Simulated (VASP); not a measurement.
Set up this calculation in VASP 6.6.1, as the native input.

| Quantity | Value |
| --- | --- |
| Task | single point |
| Functional | PBE |
| Potentials or basis | VASP PAW PBE potentials, release 64 (Nb_sv, Sn_d, Te) |
| Cutoff | 520 eV |
| k mesh | 6 × 6 × 2 |
| Occupations | gaussian, width 0.1 eV |
| Spin | no spin polarisation |
| Dipole correction | no |
| Further INCAR settings | ALGO = Normal; EDIFF = 1e-07; NBANDS = 34 |

The structure of NbSnTe4 lies in POSCAR:

```
NbSnTe4
1.0
    3.4456911461      0.0000000000      0.0000000000
    0.0000000000      3.4456911461      0.0000000000
    0.0000000000      0.0000000000     15.3522505371
Nb Sn Te
1 1 4
Direct
    0.0000000000      0.0000000000      0.0000000000
    0.0000000000      0.0000000000      0.5000000000
    0.5000000000      0.5000000000      0.3559654892
    0.5000000000      0.5000000000      0.8912996223
    0.5000000000      0.5000000000      0.1087003777
    0.5000000000      0.5000000000      0.6440345108
```

The cell was built from a structure type or drawn by symmetry, and may not be a known phase.

One way to write it, as run:

INCAR

```
ALGO = Normal ; EDIFF = 1E-7
ENCUT = 520 ; GGA = PE
ISIF = 2 ; ISMEAR = 0
LASPH = T ; LCHARG = F
LREAL = F ; LWAVE = F
NBANDS = 34 ; NELM = 60
PREC = Accurate ; SIGMA = 0.1
```

KPOINTS

```
k-points
0
Gamma
  6 6 2
```

Potentials or basis: VASP PAW PBE potentials, release 64 (Nb_sv, Sn_d, Te).

Command:

```bash
$ cat potpaw_PBE.64/Nb_sv/POTCAR potpaw_PBE.64/Sn_d/POTCAR potpaw_PBE.64/Te/POTCAR > POTCAR
$ mpirun -np 1 vasp_std > vasp.out
```

It gave:

| Property | Result |
| --- | --- |
| Pressure | 0.0 GPa |
| Largest force | 0.015 eV/Å |
| Band gap on the k mesh | zero (an odd number of electrons rules out a gap without spin polarisation) |

Caveat: spin-orbit coupling is left out, which moves the levels of the heavy elements; this functional lacks dispersion, which binds the layers, so the pressure and a relaxed spacing across them are unreliable.

Wall time 120 s on 1 thread of Intel(R) Xeon(R) Platinum 8559C (Emerald Rapids) (shared host), peak memory 0.36 GiB.
